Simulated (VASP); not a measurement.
Ca: electric field gradients with PBEsol

Ca:

```xyz
2
Lattice="1.9972 -3.4402 0.0000 1.9972 3.4402 0.0000 0.0000 0.0000 6.5948" Properties=species:S:1:pos:R:3 pbc="T T T"
Ca    1.9972   -2.3090    1.6487
Ca    1.9972    2.3090    4.9461
```

| Property | Result |
| --- | --- |
| Program | VASP 6.6.1 |
| Task | electric field gradients |
| Functional | PBEsol |
| Potentials or basis | VASP PAW PBE potentials, release 64 (Ca_sv) |
| Cutoff | 520 eV |
| k mesh | 11 × 11 × 6 |
| Occupations | fermi-dirac, width 0.05 eV |
| Spin | no spin polarisation |
| Dipole correction | no |
| Further INCAR settings | ALGO = Normal; EDIFF = 1e-08; NBANDS = 17 |

```json
{
  "Pressure": "-1.6 GPa",
  "Largest force": "0.015 eV/Å",
  "Band gap on the k mesh": "zero (bands 10 and 11 overlap by 0.50 eV)",
  "Largest electric field gradient by atom": "Ca -3.9 V/Å²"
}
```

Forces in eV/Å, atoms in the order of the input:
```
Ca   0.000  0.015  0.000
Ca   0.000 -0.015  0.000
```

Stress tensor (GPa, compression positive):
```
-1.64  0.00  0.00
 0.00 -1.43  0.00
 0.00  0.00 -1.73
```

Levels at points of the mesh, in eV from the Fermi level:
| k point | band 8 | band 9 | band 10 | band 11 | band 12 | band 13 |
| --- | --- | --- | --- | --- | --- | --- |
| (0.00, 0.00, 0.00) | -23.05 | -3.96 | -1.08 | -0.30 | 2.11 | 2.16 |
| (0.00, 0.00, 0.50) | -23.06 | -3.01 | -3.01 | 1.29 | 1.29 | 2.15 |

Electric field gradients, principal values (V/Å²):
| atom | least | middle | greatest (by size) |
| --- | --- | --- | --- |
| 1 Ca | 1.614 | 2.327 | -3.941 |
| 2 Ca | 1.614 | 2.327 | -3.941 |

It took 4.3 min on 1 thread of Intel(R) Xeon(R) Platinum 8259CL CPU @ 2.50GHz (Skylake/Cascade Lake), on a shared host, peak memory 0.33 GiB.

Caveat: without QUAD_EFG the Cq values of the log hold for a quadrupole moment of 1 mb, not for the nuclei; the PAW data sets were made with another functional, which shifts forces and pressure a little.
